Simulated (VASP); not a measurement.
# Mg2Si3N3 (Pm-3m) in VASP: further runs, part 2 of 2

VASP 6.6.1. Earlier steps stand in the parts before.

## (3) Relaxation of cell and atoms, PBE

This run uses another cell than the first one, of 14.45 Å³/atom, 1.153 times its volume.

Input file INCAR:

```
  PREC = Accurate
  ENCUT = 600
  EDIFF = 1E-7
  ISMEAR = 0
  SIGMA = 0.2
  LREAL = False
  LASPH = True
  NELM = 120
  ALGO = Normal
  ISIF = 3
  LWAVE = False
  LCHARG = False
  GGA = PE
  IBRION = 2
  NSW = 36
  EDIFFG = -0.08
  GGA_COMPAT = False
  NELMIN = 4
```

Input file KPOINTS:

```
regular mesh
0
Gamma
  3 3 3
```

Input file POSCAR:

```
Mg2Si3N3
1.0
    4.8718909700      0.0000000000      0.0000000000
    0.0000000000      4.8718909700      0.0000000000
    0.0000000000      0.0000000000      4.8718909700
Mg Si N
2 3 3
Direct
    0.5000000000      0.5000000000      0.5000000000
    0.0000000000      0.0000000000      0.0000000000
    0.0000000000      0.5000000000      0.5000000000
    0.5000000000      0.0000000000      0.5000000000
    0.5000000000      0.5000000000      0.0000000000
    0.5000000000      0.0000000000      0.0000000000
    0.0000000000      0.5000000000      0.0000000000
    0.0000000000      0.0000000000      0.5000000000
```

Potentials or basis: VASP PAW PBE potentials, release 64 (Mg, Si, N).

On the command line:

```console
cat potpaw_PBE.64/Mg/POTCAR potpaw_PBE.64/Si/POTCAR potpaw_PBE.64/N/POTCAR > POTCAR
mpirun -np 1 vasp_std > vasp.out
```

OUTCAR:

```text
PREC = Accurate
   ENCUT = 600
   EDIFF = 1E-7
   ISMEAR = 0
   LREAL = False
   LASPH = True
   NELM = 120
   ISIF = 3
   GGA = PE
   IBRION = 2
   NSW = 36
   EDIFFG = -0.08
   NELMIN = 4

 ion  position               nearest neighbor table
   1  0.500  0.500  0.500-   3 2.44   4 2.44   5 2.44   5 2.44   4 2.44   3 2.44
   2  0.000  0.000  0.000-   6 2.44   7 2.44   8 2.44   8 2.44   7 2.44   6 2.44
   3  0.000  0.500  0.500-   1 2.44   7 2.44   8 2.44   7 2.44   8 2.44   1 2.44
   4  0.500  0.000  0.500-   1 2.44   6 2.44   8 2.44   6 2.44   1 2.44   8 2.44
   5  0.500  0.500  0.000-   1 2.44   6 2.44   7 2.44   1 2.44   6 2.44   7 2.44
[... 338 lines left out ...]
  in kB       -1.8822929     -1.8822929     -1.8822929      0.0000000      0.0000000      0.0000000
  external PRESSURE =      -1.8822929 kB  Pullay stress =       0.0000000 kB

 VOLUME and BASIS-vectors are now :
 -----------------------------------------------------------------------------
  energy-cutoff  :      600.00
  volume of cell :      100.20
      direct lattice vectors                 reciprocal lattice vectors
     4.644665405  0.000000000  0.000000000     0.215300762  0.000000000  0.000000000
    -0.000000000  4.644665405  0.000000000    -0.000000000  0.215300762 -0.000000000
    -0.000000000  0.000000000  4.644665405    -0.000000000 -0.000000000  0.215300762

 POSITION                                       TOTAL-FORCE (eV/Angst)
 -----------------------------------------------------------------------------------
      2.32233      2.32233      2.32233        -0.000000     -0.000000      0.000000
      0.00000      0.00000      0.00000         0.000000     -0.000000      0.000000
     -0.00000      2.32233      2.32233        -0.000000     -0.000000      0.000000
      2.32233      0.00000      2.32233         0.000000     -0.000000      0.000000
      2.32233      2.32233      0.00000         0.000000      0.000000      0.000000
      2.32233      0.00000      0.00000         0.000000     -0.000000      0.000000
     -0.00000      2.32233      0.00000         0.000000     -0.000000      0.000000
     -0.00000      0.00000      2.32233         0.000000      0.000000      0.000000
 -----------------------------------------------------------------------------------
    total drift:                                0.000000      0.000000      0.000000

  FREE ENERGIE OF THE ION-ELECTRON SYSTEM (eV)
  ---------------------------------------------------
  free  energy   TOTEN  =       -37.4047353949 eV

  energy  without entropy=      -37.2198001778  energy(sigma->0) =      -37.31226779

 reached required accuracy - stopping structural energy minimisation
```

OSZICAR:

```text
N       E                     dE             d eps       ncg     rms          rms(c)
DAV:   1     0.119299438632E+03    0.11930E+03   -0.14221E+04   160   0.146E+03
DAV:   2    -0.268437475247E+02   -0.14614E+03   -0.14076E+03   228   0.235E+02
DAV:   3    -0.403097772921E+02   -0.13466E+02   -0.12894E+02   204   0.740E+01
[... 21 lines left out ...]
DAV:   8    -0.374047404803E+02    0.17216E-03   -0.56146E-04   196   0.155E-01    0.200E-02
DAV:   9    -0.374047371546E+02    0.33257E-05   -0.52563E-05   192   0.479E-02    0.125E-02
DAV:  10    -0.374047372604E+02   -0.10582E-06   -0.57130E-06   232   0.133E-02    0.108E-02
DAV:  11    -0.374047354390E+02    0.18214E-05   -0.99535E-06   208   0.181E-02    0.497E-03
DAV:  12    -0.374047353949E+02    0.44120E-07   -0.46511E-07   184   0.532E-03
   2 F= -.37404735E+02 E0= -.37312268E+02  d E =-.590496E+00
```

Run time: 26 s. Hardware: 1 thread of Intel Xeon Platinum 8559C (Emerald Rapids), shared host; peak memory 0.24 GiB.

What came out:

```
Free energy                            : -37.4047 eV
Relaxed volume                         : 12.52 Å³/atom
Relaxed cell                           : a = 4.645 Å, b = 4.645 Å, c = 4.645 Å, α = 90.00°, β = 90.00°, γ = 90.00°
Space group after relaxing (to 0.05 Å) : Pm-3m (No. 221)
Energy gained by relaxing              : 73.8 meV/atom
Ionic steps                            : 2
Pressure after relaxing                : -0.2 GPa
```

Step by step:
| step | energy change (eV) | largest force (eV/Å) | pressure (GPa) | volume (Å³) |
| --- | --- | --- | --- | --- |
| 1 | 0.0000 | 0.0000 | -10.72 | 115.64 |
| 2 | -0.5905 | 0.0000 | -0.19 | 100.20 |

Final structure:
```
CELL_PARAMETERS angstrom
4.64467 0.00000 0.00000
0.00000 4.64467 0.00000
0.00000 0.00000 4.64467
ATOMIC_POSITIONS crystal
Mg 0.50000 0.50000 0.50000
Mg 0.00000 0.00000 0.00000
Si 0.00000 0.50000 0.50000
Si 0.50000 0.00000 0.50000
Si 0.50000 0.50000 0.00000
N 0.50000 0.00000 0.00000
N 0.00000 0.50000 0.00000
N 0.00000 0.00000 0.50000
```

Caveat: the k points lie up to 0.45 Å⁻¹ apart in the final cell.
